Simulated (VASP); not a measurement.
Here is a VASP 6.6.1 calculation.

Contents of INCAR:

```
ALGO = Normal
EDIFF = 1E-6
ENCUT = 520
GGA = RE
ISIF = 2
ISMEAR = -1
ISPIN = 2
LASPH = T
LCHARG = F
LMAXMIX = 4
LORBIT = 11
LREAL = F
LWAVE = F
MAGMOM = 0.36 0.36
NBANDS = 21
NELM = 150
PREC = Accurate
SIGMA = 0.05
```

KPOINTS

```
k-points
0
Gamma
  15 15 8
```

The input POSCAR:

```
Pd
1.0
    2.7938186893      0.0000000000      0.0000000000
   -1.3969093447      2.4195179585      0.0000000000
    0.0000000000      0.0000000000      4.6605948477
Pd
2
Direct
    0.3333333333      0.6666666667      0.2500000000
    0.6666666667      0.3333333333      0.7500000000
```

Potentials or basis: VASP PAW PBE potentials, release 64 (Pd).

Run with:

```sh
$ cat potpaw_PBE.64/Pd/POTCAR > POTCAR
$ mpirun -np 1 vasp_std > vasp.out
```

(1) Predict the net moment.

(2) What does it give for the pressure?

## Answers

(1) 0.72 μB per cell.

(2) -0.3 GPa.

Caveat: the PAW data sets were made with another functional, which shifts forces and pressure a little.
